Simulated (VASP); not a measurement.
# MgS (I-4m2) in VASP: settings compared

MgS is run at these levels: PBE, r2SCAN, HSE06; tasks: single point.

All numbers are computed with VASP 6.6.1; they aren't measurements. Logs are shortened: lines on timing, memory, paths and dates and some standing lists are left out, and cuts for length are marked.

## (1) The cell of the first run

Symmetry: I-4m2, No. 119, tetragonal system. Conventional cell: a = 4.043 Å, b = 4.043 Å, c = 5.582 Å, α = 90.00°, β = 90.00°, γ = 90.00°. Within 3.2 Å of Mg (site symmetry -4m2) lie 4 S at 2.46 Å. Within 3.2 Å of S (site symmetry -4m2) lie 4 Mg at 2.46 Å.

## (2) Single point, PBE (epitaxial xy strain +1.0%)

INCAR

```
PREC     = Accurate       # precision mode
ENCUT    = 520            # plane-wave cutoff, eV
EDIFF    = 1E-7           # SCF threshold, eV
ISMEAR   = -1             # smearing method
SIGMA    = 0.02           # smearing width, eV
LREAL    = F              # projectors in reciprocal space
LASPH    = T              # aspherical terms in the spheres
NELM     = 100            # most SCF steps
ALGO     = Normal         # electronic algorithm
ISIF     = 2              # what is computed and relaxed
LWAVE    = F              # write WAVECAR
LCHARG   = F              # write CHGCAR
GGA      = PE             # functional
NBANDS   = 11             # bands
```

KPOINTS

```
regular mesh
0
Gamma
  8 8 8
```

POSCAR

```
MgS
1.0
    0.0000000000      2.8591856096      2.7908474565
    2.8591856096      0.0000000000      2.7908474565
    2.8591856096      2.8591856096      0.0000000000
Mg S
1 1
Direct
    0.0000000000      0.0000000000      0.0000000000
    0.2500000000      0.2500000000      0.2500000000
```

Potentials or basis: VASP PAW PBE potentials, release 64 (Mg, S).

On the command line:

```sh
> cat potpaw_PBE.64/Mg/POTCAR potpaw_PBE.64/S/POTCAR > POTCAR
> mpirun -np 1 vasp_std > vasp.out
```

OUTCAR:

```text
PREC = Accurate
   ENCUT = 520
   EDIFF = 1E-7
   ISMEAR = -1
   LREAL = F
   LASPH = T
   NELM = 100
   ISIF = 2
   GGA = PE

 ion  position               nearest neighbor table
   1  0.000  0.000  0.000-   2 2.46   2 2.46   2 2.46   2 2.46
   2  0.250  0.250  0.250-   1 2.46   1 2.46   1 2.46   1 2.46

  LATTYP: Found a body centered tetragonal cell.
 ALAT       =     4.0434990664
 C/A-ratio  =     1.3804120692

  Lattice vectors:

 A1 = (   0.0000000000,  -2.8591856096,  -2.7908474565)
 A2 = (   0.0000000000,   2.8591856096,  -2.7908474565)
 A3 = (   2.8591856096,   0.0000000000,   2.7908474565)

Analysis of symmetry for initial positions (statically):
=====================================================================
 Subroutine PRICEL returns:
 Original cell was already a primitive cell.

 Routine SETGRP: Setting up the symmetry group for a
 body centered tetragonal supercell.

 Subroutine GETGRP returns: Found  8 space group operations
 (whereof  8 operations were pure point group operations)
 out of a pool of 16 trial point group operations.

The static configuration has the point symmetry D_2d.

Analysis of symmetry for dynamics (positions and initial velocities):
=====================================================================
 Subroutine PRICEL returns:
 Original cell was already a primitive cell.

 Routine SETGRP: Setting up the symmetry group for a
 body centered tetragonal supercell.

 Subroutine GETGRP returns: Found  8 space group operations
 (whereof  8 operations were pure point group operations)
 out of a pool of 16 trial point group operations.

The dynamic configuration has the point symmetry D_2d.

 Subroutine INISYM returns: Found  8 space group operations
 (whereof  8 operations are pure point group operations),
 and found     1 'primitive' translations

----------------------------------------------------------------------------------------

                                     Primitive cell

  volume of cell :      45.6300

  direct lattice vectors                    reciprocal lattice vectors
     0.000000000  2.859185610  2.790847456    -0.174874971  0.174874971  0.179157051
     2.859185610  0.000000000  2.790847456     0.174874971 -0.174874971  0.179157051
     2.859185610  2.859185610  0.000000000     0.174874971  0.174874971 -0.179157051

  length of vectors
     3.995468918  3.995468918  4.043499066     0.305384610  0.305384610  0.305384610

  position of ions in fractional coordinates (direct lattice)
     0.000000000  0.000000000  0.000000000
     0.250000000  0.250000000  0.250000000

  ion indices of the primitive-cell ions
   primitive index   ion index
                 1           1
                 2           2

----------------------------------------------------------------------------------------

 KPOINTS: regular mesh

Automatic generation of k-mesh.
 Grid dimensions read from file:
 generate k-points for:    8    8    8

 Generating k-lattice:

  Cartesian coordinates                     Fractional coordinates (reciprocal lattice)
    -0.021859371  0.021859371  0.022394631     0.125000000  0.000000000  0.000000000
     0.021859371 -0.021859371  0.022394631     0.000000000  0.125000000  0.000000000
     0.021859371  0.021859371 -0.022394631     0.000000000  0.000000000  0.125000000

  Length of vectors
     0.038173076  0.038173076  0.038173076

  Shift w.r.t. Gamma in fractional coordinates (k-lattice)
     0.000000000  0.000000000  0.000000000

 Subroutine IBZKPT returns following result:
 ===========================================

 Found     59 irreducible k-points:

 Following reciprocal coordinates:
            Coordinates               Weight
  0.000000  0.000000  0.000000      1.000000
  0.125000  0.000000  0.000000      8.000000
  0.250000  0.000000  0.000000      8.000000
  0.375000  0.000000  0.000000      8.000000
  0.500000  0.000000  0.000000      4.000000
  0.125000  0.125000  0.000000      2.000000
[... 16 lines left out ...]
  0.250000  0.000000  0.125000     16.000000
  0.375000  0.000000  0.125000     16.000000
 [... further k-points ...]
   k-points           NKPTS =     59   k-points in BZ     NKDIM =     59   number of bands    NBANDS=     11
   number of dos      NEDOS =    301   number of ions     NIONS =      2
   total plane-waves  NPLWV =  27000
   dimension x,y,z NGX =    30 NGY =   30 NGZ =   30
   dimension x,y,z NGXF=    60 NGYF=   60 NGZF=   60
   ions per type =               1   1
   NGX,Y,Z   is equivalent  to a cutoff of  12.48, 12.48, 12.33 a.u.
   NGXF,Y,Z  is equivalent  to a cutoff of  24.97, 24.97, 24.67 a.u.
 SYSTEM =  unknown system
   PREC   = accura    normal or accurate (medium, high low for compatibility)
   ISTART =      0    job   : 0-new  1-cont  2-samecut
   ICHARG =      2    charge: 1-file 2-atom 10-const
   ISPIN  =      1    spin polarized calculation?
   LNONCOLLINEAR =      F non collinear calculations
   LSORBIT =      F    spin-orbit coupling
   LASPH  =      T    aspherical Exc in radial PAW
   ENCUT  =  520.0 eV  38.22 Ry    6.18 a.u.   7.43  7.43  7.52*2*pi/ulx,y,z
   NELM   =    100;   NELMIN=  2; NELMDL= -5     # of ELM steps
   EDIFF  = 0.1E-06   stopping-criterion for ELM
   LREAL  =      F    real-space projection
   EDIFFG = 0.1E-05   stopping-criterion for IOM
   NSW    =      0    number of steps for IOM
   IBRION =     -1    ionic relax: 0-MD 1-quasi-New 2-CG
   NFREE  =      0    steps in history (QN), initial steepest desc. (CG)
   ISIF   =      2    stress and relaxation
   ISYM   =      2    0-nonsym 1-usesym 2-fastsym
   POTIM  = 0.5000    time-step for ionic-motion
   TEBEG  =    0.0;   TEEND  =   0.0 temperature during run
   PSTRESS=    0.0 pullay stress
   NELECT =       8.0000    total number of electrons
   NUPDOWN=      -1.0000    fix difference up-down
   EMIN   =  10.00;   EMAX   =-10.00  energy-range for DOS
   EFERMI =   0.00;   METHOD = LEGACY
   ISMEAR =    -1;   SIGMA  =   0.02  broadening in eV -4-tet -1-fermi 0-gaus
   EFERMI_NEDOS =   21; number of points for ismear=-14 and -15
   IALGO  =     38    algorithm
   IMIX   =      4    mixing-type and parameters
     AMIX     =   0.40;   BMIX     =  1.00
     AMIX_MAG =   1.60;   BMIX_MAG =  1.00
  volume/ion in A,a.u.               =      22.82       153.96
  Fermi-wavevector in a.u.,A,eV,Ry     =   0.916265  1.731490 11.422663  0.839542
  Thomas-Fermi vector in A             =   2.041101
   LORBIT       =      0    0 simple, 1 ext, 2 COOP (PROOUT), +10 PAW based schemes
   GGA     = PE    functional components
[... 5 lines left out ...]
 non-spin polarized calculation
  energy-cutoff  :      520.00
  volume of cell :       45.63
 maximum number of plane-waves:      1254
 NGX is ok and might be reduce to    30
   NGX = 15   NGY = 15   NGZ = 15

 number of electron       8.0000001 magnetization

 Free energy of the ion-electron system (eV)
  ---------------------------------------------------
  ext. energy  EPLUGINS =         0.00000000
  ---------------------------------------------------
  free energy    TOTEN  =        -8.47082032 eV

  energy without entropy =       -8.47082032  energy(sigma->0) =       -8.47082032

 E-fermi :   1.5177     XC(G=0):  -8.3688

 val. band max:        1.0691320434   @ k =   0.0000   0.0000   0.0000
 cond. band min:       4.4565882802   @ k =   0.0000   0.0000   0.0000
 fundamental gap:      3.3874562368
 Fermi energy:         1.5177083269

 k-point     1 :       0.0000    0.0000    0.0000
  band No.  band energies     occupation
      1     -10.2198      2.00000
      2       1.0094      2.00000
      3       1.0094      2.00000
      4       1.0691      2.00000
      5       4.4566      0.00000
      6       8.9597      0.00000
      7       8.9597      0.00000
      8       8.9804      0.00000
      9      11.6495      0.00000
     10      12.0369      0.00000
     11      14.7396      0.00000

 k-point     2 :       0.1250    0.0000    0.0000
  band No.  band energies     occupation
      1     -10.1334      2.00000
      2       0.3521      2.00000
      3       0.9502      2.00000
      4       1.0031      2.00000
      5       5.1152      0.00000
      6       8.7709      0.00000
      7       9.1246      0.00000
      8       9.1610      0.00000
      9      11.2385      0.00000
     10      11.5380      0.00000
     11      14.1303      0.00000

 k-point     3 :       0.2500    0.0000    0.0000
  band No.  band energies     occupation
      1      -9.9100      2.00000
      2      -0.8107      2.00000
      3       0.8166      2.00000
      4       0.8969      2.00000
      5       5.9706      0.00000
      6       8.7833      0.00000
      7       9.0962      0.00000
      8       9.2762      0.00000
      9      11.4096      0.00000
     10      11.4735      0.00000
     11      13.2752      0.00000

 k-point     4 :       0.3750    0.0000    0.0000
  band No.  band energies     occupation
      1      -9.6604      2.00000
      2      -1.7293      2.00000
      3       0.6942      2.00000
      4       0.8000      2.00000
      5       6.1473      0.00000
      6       8.7168      0.00000
      7       8.9382      0.00000
      8       9.3725      0.00000
      9      12.6606      0.00000
     10      12.7831      0.00000
     11      13.2750      0.00000
[... 239 lines left out ...]
 k-point    22 :       0.1250    0.0000    0.1250
  band No.  band energies     occupation
      1     -10.1066      2.00000
      2       0.3375      2.00000
      3       0.8430      2.00000
      4       0.8883      2.00000
      5       5.3262      0.00000
      6       8.4289      0.00000
      7       9.3543      0.00000
      8       9.4296      0.00000
      9      10.3183      0.00000
     10      12.1896      0.00000
     11      15.1890      0.00000

 k-point    23 :       0.2500    0.0000    0.1250
  band No.  band energies     occupation
      1      -9.9300      2.00000
      2      -0.5150      2.00000
      3       0.6898      2.00000
      4       0.7391      2.00000
      5       6.1300      0.00000
      6       8.1727      0.00000
      7       9.0749      0.00000
      8       9.7096      0.00000
      9      10.5001      0.00000
     10      12.3186      0.00000
     11      14.5111      0.00000

 k-point    24 :       0.3750    0.0000    0.1250
  band No.  band energies     occupation
      1      -9.6862      2.00000
      2      -1.4199      2.00000
      3       0.4913      2.00000
      4       0.6176      2.00000
      5       6.5433      0.00000
      6       8.1263      0.00000
      7       9.0326      0.00000
      8       9.5092      0.00000
      9      11.7673      0.00000
     10      13.2683      0.00000
     11      14.0494      0.00000

 [... further k-points ...]

------------------------ aborting loop because EDIFF is reached ----------------------------------------

  FORCE on cell =-STRESS in cart. coord.  units (eV):
  Direction    XX          YY          ZZ          XY          YZ          ZX
  --------------------------------------------------------------------------------------
  -------------------------------------------------------------------------------------
  Total        0.1213092      0.1213092      0.2547609      0.0000000      0.0000000      0.0000000
  in kB        4.2594498      4.2594498      8.9452522      0.0000000      0.0000000      0.0000000
  external PRESSURE =       5.8213839 kB  Pullay stress =       0.0000000 kB

 VOLUME and BASIS-vectors are now :
 -----------------------------------------------------------------------------
  energy-cutoff  :      520.00
  volume of cell :       45.63
      direct lattice vectors                 reciprocal lattice vectors
     0.000000000  2.859185610  2.790847456    -0.174874971  0.174874971  0.179157051
     2.859185610  0.000000000  2.790847456     0.174874971 -0.174874971  0.179157051
     2.859185610  2.859185610  0.000000000     0.174874971  0.174874971 -0.179157051

 POSITION                                       TOTAL-FORCE (eV/Angst)
 -----------------------------------------------------------------------------------
      0.00000      0.00000      0.00000         0.000000      0.000000      0.000000
      1.42959      1.42959      1.39542        -0.000000     -0.000000     -0.000000
 -----------------------------------------------------------------------------------
    total drift:                                0.000000      0.000000     -0.000000

  FREE ENERGIE OF THE ION-ELECTRON SYSTEM (eV)
  ---------------------------------------------------
  free  energy   TOTEN  =        -8.4708203168 eV

  energy  without entropy=       -8.4708203168  energy(sigma->0) =       -8.47082032
```

Wall time 12 s (1 thread of Intel Xeon 6975P-C (Granite Rapids), shared host); peak memory 0.18 GiB.

What came out:

```yaml
Free_energy: -8.4708 eV
Pressure: 0.6 GPa
Band_gap_on_the_k_mesh: 3.39 eV, direct
```

Caveat: the cell differs from its parent crystal (epitaxial xy strain +1.0%). A k mesh can miss the band edges.

## (3) Single point, r2SCAN (epitaxial xy strain -2.0%)

POSCAR

```
MgS
1.0
    0.0000000000      2.7742593044      2.9063722572
    2.7742593044      0.0000000000      2.9063722572
    2.7742593044      2.7742593044      0.0000000000
Mg S
1 1
Direct
    0.0000000000      0.0000000000      0.0000000000
    0.2500000000      0.2500000000      0.2500000000
```

INCAR.step1

```
  PREC = Accurate
  ENCUT = 520
  ISMEAR = 0
  SIGMA = 0.01
  LREAL = F
  LASPH = T
  NELM = 60
  NBANDS = 11
  GGA = PE
  ALGO = Normal
  EDIFF = 1E-4
  LWAVE = T
  LCHARG = F
```

INCAR.step2

```
  PREC = Accurate
  ENCUT = 520
  EDIFF = 1E-7
  ISMEAR = 0
  SIGMA = 0.01
  LREAL = F
  LASPH = T
  NELM = 60
  ALGO = Normal
  ISIF = 2
  LWAVE = F
  LCHARG = F
  METAGGA = R2SCAN
  LMIXTAU = T
  NBANDS = 11
  ISTART = 1
```

KPOINTS

```
Automatic mesh
0
Gamma
  8 8 8
```

Potentials or basis: VASP PAW PBE potentials, release 64 (Mg, S).

On the command line:

```sh
> cat potpaw_PBE.64/Mg/POTCAR potpaw_PBE.64/S/POTCAR > POTCAR
> cp INCAR.step1 INCAR
> mpirun -np 1 vasp_std > vasp.out
> cp INCAR.step2 INCAR
> mpirun -np 1 vasp_std > vasp.out
```

It took 1.8 min on 1 thread of Intel Xeon 6975P-C (Granite Rapids), shared host; peak memory 0.18 GiB.

The run converged. Its results:

- Free energy: -15.4449 eV
- Pressure: 0.5 GPa
- Band gap on the k mesh: 4.15 eV, direct

Stress tensor (GPa, compression positive):
```
 0.94  0.00  0.00
 0.00  0.94  0.00
 0.00  0.00 -0.30
```

Levels at points of the mesh, in eV from the valence-band top:
```
           k point  band 1  band 2  band 3  band 4  band 5  band 6  band 7  band 8  band 9
(0.00, 0.00, 0.00)  -11.84   -0.14    0.00    0.00    4.15    8.57    8.60    8.60   11.00
(0.50, 0.00, 0.00)  -11.12   -3.25   -0.51   -0.26    5.75    8.01    8.42    9.30   13.67
(0.50, 0.50, 0.00)  -10.94   -3.05   -0.96   -0.96    4.35    6.46   11.83   13.48   13.48
(0.50, 0.00, 0.50)  -10.86   -2.83   -1.20   -1.18    4.22    6.12   12.40   12.75   13.74
```

Caveat: the cell differs from its parent crystal (epitaxial xy strain -2.0%); the PAW data sets were made with another functional, which shifts forces and pressure a little. A k mesh can miss the band edges.

## (4) Single point, r2SCAN (epitaxial xy strain -1.0%)

POSCAR

```
MgS
1.0
    0.0000000000      2.8025680728      2.8696357606
    2.8025680728      0.0000000000      2.8696357606
    2.8025680728      2.8025680728      0.0000000000
Mg S
1 1
Direct
    0.0000000000      0.0000000000      0.0000000000
    0.2500000000      0.2500000000      0.2500000000
```

INCAR.step1

```
PREC = Accurate
ENCUT = 520
ISMEAR = 0
SIGMA = 0.01
LREAL = F
LASPH = T
NELM = 60
NBANDS = 11
GGA = PE
ALGO = Normal
EDIFF = 1E-4
LWAVE = T
LCHARG = F
```

INCAR.step2

```
PREC = Accurate
ENCUT = 520
EDIFF = 1E-6
ISMEAR = 0
SIGMA = 0.01
LREAL = F
LASPH = T
NELM = 60
ALGO = Normal
ISIF = 2
LWAVE = F
LCHARG = F
METAGGA = R2SCAN
LMIXTAU = T
NBANDS = 11
ISTART = 1
```

KPOINTS is that of step 3.

Potentials or basis: VASP PAW PBE potentials, release 64 (Mg, S).

On the command line:

```sh
> cat potpaw_PBE.64/Mg/POTCAR potpaw_PBE.64/S/POTCAR > POTCAR
> cp INCAR.step1 INCAR
> mpirun -np 1 vasp_std > vasp.out
> cp INCAR.step2 INCAR
> mpirun -np 1 vasp_std > vasp.out
```

OUTCAR:

```text
PREC = Accurate
   ENCUT = 520
   EDIFF = 1E-6
   ISMEAR = 0
   LREAL = F
   LASPH = T
   NELM = 60
   ISIF = 2
   METAGGA = R2SCAN
   ISTART = 1

 ion  position               nearest neighbor table
   1  0.000  0.000  0.000-   2 2.45   2 2.45   2 2.45   2 2.45
   2  0.250  0.250  0.250-   1 2.45   1 2.45   1 2.45   1 2.45

  LATTYP: Found a body centered tetragonal cell.
 ALAT       =     3.9634297780
 C/A-ratio  =     1.4480568201

  Lattice vectors:

[... 521 lines left out ...]

 [... further k-points ...]

------------------------ aborting loop because EDIFF is reached ----------------------------------------

  FORCE on cell =-STRESS in cart. coord.  units (eV):
  Direction    XX          YY          ZZ          XY          YZ          ZX
  --------------------------------------------------------------------------------------
  -------------------------------------------------------------------------------------
  Total        0.0840967      0.0840967     -0.0828030      0.0000000      0.0000000      0.0000000
  in kB        2.9889632      2.9889632     -2.9429814      0.0000000      0.0000000      0.0000000
  external PRESSURE =       1.0116484 kB  Pullay stress =       0.0000000 kB

 VOLUME and BASIS-vectors are now :
 -----------------------------------------------------------------------------
  energy-cutoff  :      520.00
  volume of cell :       45.08
      direct lattice vectors                 reciprocal lattice vectors
     0.000000000  2.802568073  2.869635761    -0.178407798  0.178407798  0.174238141
     2.802568073  0.000000000  2.869635761     0.178407798 -0.178407798  0.174238141
     2.802568073  2.802568073  0.000000000     0.178407798  0.178407798 -0.174238141

 POSITION                                       TOTAL-FORCE (eV/Angst)
 -----------------------------------------------------------------------------------
      0.00000      0.00000      0.00000        -0.000000     -0.000000     -0.000000
      1.40128      1.40128      1.43482         0.000000      0.000000      0.000000
 -----------------------------------------------------------------------------------
    total drift:                               -0.000002     -0.000002     -0.000004

  FREE ENERGIE OF THE ION-ELECTRON SYSTEM (eV)
  ---------------------------------------------------
  free  energy   TOTEN  =       -15.4494863117 eV

  energy  without entropy=      -15.4494863117  energy(sigma->0) =      -15.44948631
```

OUTCAR.step1:

```text
PREC = Accurate
   ENCUT = 520
   ISMEAR = 0
   LREAL = F
   LASPH = T
[... 558 lines left out ...]
 -----------------------------------------------------------------------------------
      0.00000      0.00000      0.00000         0.000000      0.000000     -0.000000
      1.40128      1.40128      1.43482        -0.000000     -0.000000      0.000000
 -----------------------------------------------------------------------------------
    total drift:                               -0.000000     -0.000000      0.000000

  FREE ENERGIE OF THE ION-ELECTRON SYSTEM (eV)
  ---------------------------------------------------
  free  energy   TOTEN  =        -8.4674148769 eV

  energy  without entropy=       -8.4674148769  energy(sigma->0) =       -8.46741488
```

It took 2 min on 1 thread of Intel Xeon 6975P-C (Granite Rapids), shared host; peak memory 0.19 GiB.

What came out:

```
Free energy            : -15.4495 eV
Pressure               : 0.1 GPa
Band gap on the k mesh : 4.14 eV, direct
```

Caveat: the cell differs from its parent crystal (epitaxial xy strain -1.0%); the PAW data sets were made with another functional, which shifts forces and pressure a little.

(Part 1 of 2 ends here.)
